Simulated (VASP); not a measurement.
A run of VASP 6.6.1:

File INCAR:

```
  PREC = Accurate
  ENCUT = 520
  EDIFF = 1E-6
  ISMEAR = -1
  SIGMA = 0.1
  LREAL = Auto
  LASPH = True
  NELM = 100
  ALGO = Normal
  ISIF = 2
  LWAVE = False
  LCHARG = False
  GGA = PE
  NBANDS = 150
```

The input KPOINTS:

```
regular mesh
0
Gamma
  1 2 1
```

The input POSCAR:

```
Rh
1.0
   11.4000000000      0.0000000000      0.0000000000
    0.0000000000      5.3740120000      0.0000000000
    0.0000000000      0.0000000000     13.6870060000
Rh
18
Direct
    0.0000000000      0.0000000000      0.0730619976
    0.3333333333      0.0000000000      0.0730619976
    0.6666666667      0.0000000000      0.0730619976
    0.0000000000      0.4999988835      0.0730619976
    0.3333333333      0.4999988835      0.0730619976
    0.6666666667      0.4999988835      0.0730619976
    0.1581754386      0.2523998830      0.1708189505
    0.4997543860      0.2774277393      0.1751149959
    0.8278333333      0.2517486005      0.1670927886
    0.1641403509      0.7731467663      0.1677649590
    0.4978771930      0.7468907773      0.1557827914
    0.8234736842      0.7462208867      0.1586833527
   -0.0176140351      0.0082805919      0.2607071262
    0.3263947368      0.0445291153      0.2570321077
    0.6468859649     -0.0396910167      0.2579673012
   -0.0058771930      0.5021946360      0.2554174375
    0.3291842105      0.5515618499      0.2616204011
    0.6570526316      0.4929650325      0.2649958654
```

Potentials or basis: VASP PAW PBE potentials, release 64 (Rh_pv).

Run with:

```bash
$ cat potpaw_PBE.64/Rh_pv/POTCAR > POTCAR
$ mpirun -np 1 vasp_std > vasp.out
```

Hardware: 1 thread of Intel(R) Xeon(R) Platinum 8259CL CPU @ 2.50GHz (Skylake/Cascade Lake) (shared host).

Task: How long does it take, and how much memory?

Result: Wall time 15 min on 1 thread of Intel(R) Xeon(R) Platinum 8259CL CPU @ 2.50GHz (Skylake/Cascade Lake), on a shared host, peak memory 0.79 GiB. Counts: scf iterations 34, k points 2.
